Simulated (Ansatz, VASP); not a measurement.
## One calculation of CuI, two programs

The input INCAR:

```
  ALGO = Normal
  EDIFF = 1E-7
  ENCUT = 520
  GGA = CA
  ISIF = 2
  ISMEAR = -1
  LASPH = True
  LCHARG = False
  LREAL = False
  LWAVE = False
  NBANDS = 26
  NELM = 60
  PREC = Accurate
  SIGMA = 0.02
```

The input KPOINTS:

```
k-points
0
Gamma
  5 5 6
```

POSCAR

```
CuI
1.0
    3.7704992659     -3.7481972337      0.0000000000
    3.7704992659      3.7481972337      0.0000000000
    0.0000000000      0.0000000000      4.3069976700
Cu I
2 2
Direct
    0.4204388300      0.5795611700      0.7500000000
    0.5795611700      0.4204388300      0.2500000000
    0.7700426800      0.2299573200      0.7500000000
    0.2299573200      0.7700426800      0.2500000000
```

Input for Ansatz:

```yaml
crystal:
  lattice:
    - [3.7704992659, -3.7481972337, 0.0]
    - [3.7704992659, 3.7481972337, 0.0]
    - [0.0, 0.0, 4.30699767]
  atoms:
    - { symbol: Cu, position: [0.42043883, 0.57956117, 0.75] }
    - { symbol: Cu, position: [0.57956117, 0.42043883, 0.25] }
    - { symbol: I, position: [0.77004268, 0.22995732, 0.75] }
    - { symbol: I, position: [0.22995732, 0.77004268, 0.25] }
kpoints:
  mp_grid: { grid: [5, 5, 6] }
  band_path:
    path:
      - [0.0, 0.0, 0.0]
      - [0.5, 0.5, 0.0]
      - [0.4970513089, 0.5029486911, 0.0]
      - [-0.4970513089, 0.4970513089, 0.0]
      - [0.0, 0.0, 0.0]
      - [0.0, 0.0, 0.5]
      - [-0.4970513089, 0.4970513089, 0.5]
      - [0.4970513089, 0.5029486911, 0.5]
      - [0.5, 0.5, 0.5]
    npoints: 5
scf:
  occupations: { method: fermi_dirac, width: 0.02 }
hamiltonian:
  xc: lda
  pseudopotentials: { kind: all_electron, lapw: { basis_error: 0.0005 } }
output:
  forces: true
  stress: true
  eigenvalues: true
```

Change from the starting cell: equal xx and yy strain of +1 %.

Alike in both runs: task single point; functional LDA; k mesh 5 × 5 × 6; occupations fermi-dirac, width 0.02 eV; no spin polarisation.

|  | VASP | Ansatz |
| --- | --- | --- |
| version | VASP 6.6.1 | Ansatz 0.2.0 |
| potentials or method | VASP PAW LDA potentials, release 64 (Cu, I), cutoff 520 eV | all-electron LAPW, scalar-relativistic |

```csv
,VASP,Ansatz,Ansatz less VASP
gap on the k mesh at the Fermi level (eV),0.86,0.82,-0.039
pressure (GPa),-3.4,-3.5,-0.11
"traceless stress, the component that is largest in VASP (GPa)",2.18,2.29,+0.103
rms of the force components (eV/Å),0.218,0.224,+0.0059
```

LDA's correlation is that of Perdew and Zunger in VASP and of Perdew and Wang (1992) in Ansatz. Atom by atom the forces differ by 0.010 eV/Å (rms over components). Ansatz ran all-electron here, and VASP with PAW potentials.

Neither program's run includes spin-orbit coupling.
